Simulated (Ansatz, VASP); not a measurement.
## ScGa5S: VASP beside Ansatz

```
Sc Ga S
1.0
     3.90416    0.00000    0.00000
     0.00000    3.90416    0.00000
     0.00000    0.00000    9.20906
Sc Ga S
1 5 1
Direct
  0.00000 0.00000 0.50000
  0.00000 0.50000 0.27028
  0.50000 0.00000 0.27028
  0.00000 0.50000 0.72972
  0.50000 0.00000 0.72972
  0.50000 0.50000 0.00000
  0.00000 0.00000 0.00000
```

Alike in both runs: functional PBE; k mesh 4 × 4 × 2; occupations gaussian, width 0.2 eV; no spin polarisation.

Ansatz relaxed the structure, and its values are those at the end. VASP's run is a single point on that final structure, the one shown.

|  | VASP | Ansatz |
| --- | --- | --- |
| version | VASP 6.6.1 | Ansatz 0.2.0 |
| potentials or method | VASP PAW PBE potentials, release 64 (Sc_sv, Ga_d, S), cutoff 520 eV | scalar-relativistic, plane waves, PAW |
| valence electrons in the cell | 82 | 82 |

VASP gave:

* gap on the k mesh at the Fermi level (eV): none
* pressure (GPa): -0.2
* rms of the force components (eV/Å): 0.004

Q: Which values does Ansatz return?

A: gap on the k mesh at the Fermi level (eV): none; pressure (GPa): -0.3; rms of the force components (eV/Å): 0.006.

A gap of «none» marks a metal or a gap that the smearing closes. With one functional, cell and mesh, what is left measures potentials, basis and numerics.

The k mesh is coarse, so the values compare programs but aren't converged.
